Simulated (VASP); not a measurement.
The system is NbRu3C.

```
Ru Nb C
1.0
     4.06514    0.00000    0.00000
     0.00000    4.06514    0.00000
     0.00000    0.00000    4.06514
Ru Nb C
3 1 1
Direct
  0.50000 0.50000 0.00000
  0.50000 0.00000 0.50000
  0.00000 0.50000 0.50000
  0.00000 0.00000 0.00000
  0.50000 0.50000 0.50000
```

Base run:

```yaml
Program: VASP 6.6.1
Functional: revPBE
Potentials_or_basis: VASP PAW PBE potentials, release 64 (Ru_pv, Nb_sv, C)
Cutoff: 520 eV
k_mesh: 7 × 7 × 7
Occupations: fermi-dirac, width 0.05 eV
Spin: no spin polarisation
```

Its results: band gap on the k mesh zero (an odd number of electrons rules out a gap without spin polarisation); pressure -0.7 GPa.

Problem. The run is repeated on the same cell with these changes: functional from revPBE to BLYP. What comes out?

Solution. Band gap on the k mesh zero (an odd number of electrons rules out a gap without spin polarisation); pressure 8.7 GPa.

Caveats: the PAW data sets were made with another functional, which shifts forces and pressure a little; the cell stands under pressure (at least some runs).
